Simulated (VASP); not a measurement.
NbAs:

```
CELL_PARAMETERS angstrom
-1.69062 1.69062 5.72078
1.69062 -1.69062 5.72078
1.69062 1.69062 -5.72078
ATOMIC_POSITIONS crystal
Nb 0.50000 0.00000 0.50000
Nb 0.75000 0.75000 0.00000
As 0.91600 0.41600 0.50000
As 0.16600 0.16600 0.00000
```

This cell differs from its parent crystal: volume scaled by 0.94.

Base run:

| Item | Value |
| --- | --- |
| Program | VASP 6.6.1 |
| Functional | LDA |
| Potentials or basis | VASP PAW LDA potentials, release 64 (Nb_sv, As) |
| Cutoff | 520 eV |
| k mesh | 11 × 11 × 11 |
| Occupations | fermi-dirac, width 0.05 eV |
| Spin | no spin polarisation |

Its results: pressure 6.5 GPa; largest force 0.362 eV/Å.

Q: The run is repeated on the same cell with these changes: functional from LDA to r2SCAN; potentials or basis from VASP PAW LDA potentials, release 64 (Nb_sv, As) to VASP PAW PBE potentials, release 64 (Nb_sv, As). What comes out?

A: Pressure 14.7 GPa; largest force 0.365 eV/Å.

Caveats: the PAW data sets were made with another functional, which shifts forces and pressure a little (some runs).
